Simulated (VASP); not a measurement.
# In3Sb (Fm-3m) in VASP: a series of runs

In3Sb is run at these levels: PBEsol; tasks: single point, relaxation of cell and atoms.

Everything below comes from runs of VASP 6.6.1. Logs are shortened: lines on timing, memory, paths and dates and some standing lists are left out, and cuts for length are marked.

## Step 1: The cell of the first run

It takes space group Fm-3m (No. 225, cubic). Conventional cell: a = 7.455 Å, b = 7.455 Å, c = 7.455 Å, α = 90.00°, β = 90.00°, γ = 90.00°. Sb (site symmetry m-3m) has 14 In at 3.23 to 3.73 Å within 4.2 Å. In (site symmetry m-3m) has 8 In at 3.23 Å and 6 Sb at 3.73 Å within 4.2 Å. In (site symmetry -43m) has 4 Sb at 3.23 Å and 10 In at 3.23 to 3.73 Å within 4.2 Å.

## Step 2: Single point, PBEsol

File INCAR:

```
ALGO = Normal ; EDIFF = 1E-6
ENCUT = 500 ; GGA = PS
GGA_COMPAT = F ; ISIF = 2
ISMEAR = -1 ; LASPH = T
LCHARG = T ; LELF = T
LREAL = F ; LVHAR = T
LWAVE = F ; NBANDS = 30
NELM = 120 ; PREC = Accurate
SIGMA = 0.01
```

File KPOINTS:

```
k-points
0
Gamma
  5 5 5
```

File POSCAR:

```
In3Sb
1.0
    0.0000000000      3.7276546641      3.7276546641
    3.7276546641      0.0000000000      3.7276546641
    3.7276546641      3.7276546641      0.0000000000
Sb In
1 3
Direct
    0.0000000000      0.0000000000      0.0000000000
    0.5000000000      0.5000000000      0.5000000000
    0.2500000000      0.2500000000      0.2500000000
    0.7500000000      0.7500000000      0.7500000000
```

Potentials or basis: VASP PAW PBE potentials, release 64 (Sb, In_d).

On the command line:

```console
cat potpaw_PBE.64/Sb/POTCAR potpaw_PBE.64/In_d/POTCAR > POTCAR
mpirun -np 1 vasp_std > vasp.out
```

OUTCAR:

```text
EDIFF = 1E-6
   ENCUT = 500
   GGA = PS
   ISIF = 2
   ISMEAR = -1
   LASPH = T
   LREAL = F
   NELM = 120
   PREC = Accurate

 ion  position               nearest neighbor table
   1  0.000  0.000  0.000-   4 3.23   4 3.23   4 3.23   3 3.23   3 3.23   3 3.23   4 3.23   3 3.23
                             2 3.73   2 3.73   2 3.73   2 3.73   2 3.73   2 3.73
   2  0.500  0.500  0.500-   3 3.23   3 3.23   3 3.23   4 3.23   4 3.23   4 3.23   4 3.23   3 3.23
                             1 3.73   1 3.73   1 3.73   1 3.73   1 3.73   1 3.73
   3  0.250  0.250  0.250-   1 3.23   1 3.23   1 3.23   2 3.23   2 3.23   2 3.23   2 3.23   1 3.23
                             4 3.73   4 3.73   4 3.73   4 3.73   4 3.73   4 3.73
   4  0.750  0.750  0.750-   2 3.23   2 3.23   2 3.23   1 3.23   1 3.23   1 3.23   2 3.23   1 3.23
                             3 3.73   3 3.73   3 3.73   3 3.73   3 3.73   3 3.73

  LATTYP: Found a face centered cubic cell.
 ALAT       =     7.4553093282

  Lattice vectors:

 A1 = (   0.0000000000,   3.7276546641,   3.7276546641)
 A2 = (   3.7276546641,   0.0000000000,   3.7276546641)
 A3 = (   3.7276546641,   3.7276546641,   0.0000000000)

Analysis of symmetry for initial positions (statically):
=====================================================================
 Subroutine PRICEL returns:
 Original cell was already a primitive cell.

 Routine SETGRP: Setting up the symmetry group for a
 face centered cubic supercell.

 Subroutine GETGRP returns: Found 48 space group operations
 (whereof 48 operations were pure point group operations)
 out of a pool of 48 trial point group operations.

The static configuration has the point symmetry O_h .

Analysis of symmetry for dynamics (positions and initial velocities):
=====================================================================
 Subroutine PRICEL returns:
 Original cell was already a primitive cell.

 Routine SETGRP: Setting up the symmetry group for a
 face centered cubic supercell.

 Subroutine GETGRP returns: Found 48 space group operations
 (whereof 48 operations were pure point group operations)
 out of a pool of 48 trial point group operations.

The dynamic configuration has the point symmetry O_h .

 Subroutine INISYM returns: Found 48 space group operations
 (whereof 48 operations are pure point group operations),
 and found     1 'primitive' translations

----------------------------------------------------------------------------------------

                                     Primitive cell

  volume of cell :     103.5946

  direct lattice vectors                    reciprocal lattice vectors
     0.000000000  3.727654664  3.727654664    -0.134132597  0.134132597  0.134132597
     3.727654664  0.000000000  3.727654664     0.134132597 -0.134132597  0.134132597
     3.727654664  3.727654664  0.000000000     0.134132597  0.134132597 -0.134132597

  length of vectors
     5.271699782  5.271699782  5.271699782     0.232324473  0.232324473  0.232324473

  position of ions in fractional coordinates (direct lattice)
     0.000000000  0.000000000  0.000000000
     0.500000000  0.500000000  0.500000000
     0.250000000  0.250000000  0.250000000
     0.750000000  0.750000000  0.750000000

  ion indices of the primitive-cell ions
   primitive index   ion index
                 1           1
                 2           2
                 3           3
                 4           4

----------------------------------------------------------------------------------------

 KPOINTS: k-points

Automatic generation of k-mesh.
 Grid dimensions read from file:
 generate k-points for:    5    5    5

 Generating k-lattice:

  Cartesian coordinates                     Fractional coordinates (reciprocal lattice)
    -0.026826519  0.026826519  0.026826519     0.200000000  0.000000000  0.000000000
     0.026826519 -0.026826519  0.026826519     0.000000000  0.200000000  0.000000000
     0.026826519  0.026826519 -0.026826519     0.000000000  0.000000000  0.200000000

  Length of vectors
     0.046464895  0.046464895  0.046464895

  Shift w.r.t. Gamma in fractional coordinates (k-lattice)
     0.000000000  0.000000000  0.000000000

 Subroutine IBZKPT returns following result:
 ===========================================

 Found     10 irreducible k-points:

 Following reciprocal coordinates:
            Coordinates               Weight
  0.000000  0.000000  0.000000      1.000000
  0.200000  0.000000  0.000000      8.000000
  0.400000  0.000000  0.000000      8.000000
  0.200000  0.200000  0.000000      6.000000
  0.400000  0.200000  0.000000     24.000000
 -0.400000  0.200000  0.000000     24.000000
 -0.200000  0.200000  0.000000     12.000000
  0.400000  0.400000  0.000000      6.000000
 -0.400000  0.400000  0.000000     12.000000
 -0.400000  0.400000  0.200000     24.000000
   k-points           NKPTS =     10   k-points in BZ     NKDIM =     10   number of bands    NBANDS=     30
   number of dos      NEDOS =    301   number of ions     NIONS =      4
   total plane-waves  NPLWV =  64000
   dimension x,y,z NGX =    40 NGY =   40 NGZ =   40
   dimension x,y,z NGXF=    80 NGYF=   80 NGZF=   80
   ions per type =               1   3
   NGX,Y,Z   is equivalent  to a cutoff of  12.61, 12.61, 12.61 a.u.
   NGXF,Y,Z  is equivalent  to a cutoff of  25.23, 25.23, 25.23 a.u.
 SYSTEM =  unknown system
   PREC   = accura    normal or accurate (medium, high low for compatibility)
   ISTART =      0    job   : 0-new  1-cont  2-samecut
   ICHARG =      2    charge: 1-file 2-atom 10-const
   ISPIN  =      1    spin polarized calculation?
   LNONCOLLINEAR =      F non collinear calculations
   LSORBIT =      F    spin-orbit coupling
   LASPH  =      T    aspherical Exc in radial PAW
   ENCUT  =  500.0 eV  36.75 Ry    6.06 a.u.   9.61  9.61  9.61*2*pi/ulx,y,z
   NELM   =    120;   NELMIN=  2; NELMDL= -5     # of ELM steps
   EDIFF  = 0.1E-05   stopping-criterion for ELM
   LREAL  =      F    real-space projection
   EDIFFG = 0.1E-04   stopping-criterion for IOM
   NSW    =      0    number of steps for IOM
   IBRION =     -1    ionic relax: 0-MD 1-quasi-New 2-CG
   NFREE  =      0    steps in history (QN), initial steepest desc. (CG)
   ISIF   =      2    stress and relaxation
   ISYM   =      2    0-nonsym 1-usesym 2-fastsym
   POTIM  = 0.5000    time-step for ionic-motion
   TEBEG  =    0.0;   TEEND  =   0.0 temperature during run
   PSTRESS=    0.0 pullay stress
   NELECT =      44.0000    total number of electrons
   NUPDOWN=      -1.0000    fix difference up-down
   EMIN   =  10.00;   EMAX   =-10.00  energy-range for DOS
   EFERMI =   0.00;   METHOD = LEGACY
   ISMEAR =    -1;   SIGMA  =   0.01  broadening in eV -4-tet -1-fermi 0-gaus
   EFERMI_NEDOS =   21; number of points for ismear=-14 and -15
   IALGO  =     38    algorithm
   IMIX   =      4    mixing-type and parameters
     AMIX     =   0.40;   BMIX     =  1.00
     AMIX_MAG =   1.60;   BMIX_MAG =  1.00
  volume/ion in A,a.u.               =      25.90       174.77
  Fermi-wavevector in a.u.,A,eV,Ry     =   1.230590  2.325478 20.604007  1.514352
  Thomas-Fermi vector in A             =   2.365433
   LORBIT       =      0    0 simple, 1 ext, 2 COOP (PROOUT), +10 PAW based schemes
   GGA     = PS    functional components
   LHFCALC =     F    Hartree Fock is set to
   AEXX    =    0.0000 exact exchange contribution
   IVDW    =     0    specifies the selected vdW correction
   LEPSILON=     F    determine dielectric tensor
   LRPA    =     F    only Hartree local field effects (RPA)
 non-spin polarized calculation
  energy-cutoff  :      500.00
  volume of cell :      103.59
 maximum number of plane-waves:      2685
   NGX = 19   NGY = 19   NGZ = 19

 number of electron      44.0000010 magnetization

 Free energy of the ion-electron system (eV)
  ---------------------------------------------------
  ext. energy  EPLUGINS =         0.00000000
  ---------------------------------------------------
  free energy    TOTEN  =       -13.53399951 eV

  energy without entropy =      -13.53226849  energy(sigma->0) =      -13.53313400

 E-fermi :   7.9594     XC(G=0): -10.4661

 val. band max:        7.8317011886   @ k =  -0.2000   0.2000   0.0000
 cond. band min:       7.9755283264   @ k =  -0.4000   0.2000   0.0000
 fundamental gap:      0.1438271378
 Fermi energy:         7.9594318374

 k-point     1 :       0.0000    0.0000    0.0000
  band No.  band energies     occupation
      1      -6.8322      2.00000
      2      -6.8322      2.00000
      3      -6.7895      2.00000
      4      -6.7895      2.00000
      5      -6.7895      2.00000
      6      -6.7146      2.00000
[... 22 lines left out ...]
     29      12.4194      0.00000
     30      12.4194      0.00000

 k-point     2 :       0.2000    0.0000    0.0000
  band No.  band energies     occupation
      1      -6.8216      2.00000
      2      -6.8184      2.00000
      3      -6.8184      2.00000
      4      -6.8035      2.00000
      5      -6.8035      2.00000
      6      -6.6856      2.00000
[... 22 lines left out ...]
     29      13.6672      0.00000
     30      13.6672      0.00000

 k-point     3 :       0.4000    0.0000    0.0000
  band No.  band energies     occupation
      1      -6.8434      2.00000
      2      -6.8434      2.00000
      3      -6.8116      2.00000
      4      -6.7471      2.00000
      5      -6.7471      2.00000
      6      -6.6550      2.00000
[... 22 lines left out ...]
     29      13.4556      0.00000
     30      13.5659      0.00000

 k-point     4 :       0.2000    0.2000    0.0000
  band No.  band energies     occupation
      1      -6.8338      2.00000
      2      -6.8338      2.00000
      3      -6.8116      2.00000
      4      -6.8040      2.00000
      5      -6.7778      2.00000
      6      -6.7160      2.00000
[... 154 lines left out ...]
     29      12.9478      0.00000
     30      13.5834      0.00000

 k-point     9 :      -0.4000    0.4000    0.0000
  band No.  band energies     occupation
      1      -6.8534      2.00000
      2      -6.8421      2.00000
      3      -6.8265      2.00000
      4      -6.7958      2.00000
      5      -6.6942      2.00000
      6      -6.6884      2.00000
[... 22 lines left out ...]
     29      13.9066      0.00000
     30      14.5009      0.00000

 k-point    10 :      -0.4000    0.4000    0.2000
  band No.  band energies     occupation
      1      -6.8496      2.00000
      2      -6.8461      2.00000
      3      -6.8106      2.00000
      4      -6.7878      2.00000
      5      -6.7279      2.00000
      6      -6.6775      2.00000
[... 22 lines left out ...]
     29      13.8863      0.00000
     30      14.4708      0.00000

------------------------ aborting loop because EDIFF is reached ----------------------------------------

  FORCE on cell =-STRESS in cart. coord.  units (eV):
  Direction    XX          YY          ZZ          XY          YZ          ZX
  --------------------------------------------------------------------------------------
  -------------------------------------------------------------------------------------
  Total       -0.0151388     -0.0151388     -0.0151388      0.0000000     -0.0000000      0.0000000
  in kB       -0.2341349     -0.2341349     -0.2341349      0.0000000     -0.0000000      0.0000000
  external PRESSURE =      -0.2341349 kB  Pullay stress =       0.0000000 kB

 VOLUME and BASIS-vectors are now :
 -----------------------------------------------------------------------------
  energy-cutoff  :      500.00
  volume of cell :      103.59
      direct lattice vectors                 reciprocal lattice vectors
     0.000000000  3.727654664  3.727654664    -0.134132597  0.134132597  0.134132597
     3.727654664  0.000000000  3.727654664     0.134132597 -0.134132597  0.134132597
     3.727654664  3.727654664  0.000000000     0.134132597  0.134132597 -0.134132597

 POSITION                                       TOTAL-FORCE (eV/Angst)
 -----------------------------------------------------------------------------------
      0.00000      0.00000      0.00000         0.000000     -0.000000     -0.000000
      3.72765      3.72765      3.72765         0.000000     -0.000000     -0.000000
      1.86383      1.86383      1.86383        -0.000000     -0.000000      0.000000
      5.59148      5.59148      5.59148         0.000000      0.000000     -0.000000
 -----------------------------------------------------------------------------------
    total drift:                               -0.000000     -0.000000      0.000000

  FREE ENERGIE OF THE ION-ELECTRON SYSTEM (eV)
  ---------------------------------------------------
  free  energy   TOTEN  =       -13.5339995118 eV

  energy  without entropy=      -13.5322684941  energy(sigma->0) =      -13.53313400
```

Wall time 28 s (1 thread of Intel Xeon Platinum 8375C at 2.90GHz (Ice Lake), shared host); peak memory 0.24 GiB.

What came out:

| Item | Value |
| --- | --- |
| Free energy | -13.5340 eV |
| Pressure | 0.0 GPa |
| Band gap on the k mesh | zero (bands 22 and 23 overlap by 2.77 eV) |

Caveat: the PAW data sets were made with another functional, which shifts forces and pressure a little; spin-orbit coupling is left out, which moves the levels of the heavy elements.

[end of part 1 of 2]

The gap in the log of VASP goes by the Fermi energy; the results here count the filled bands.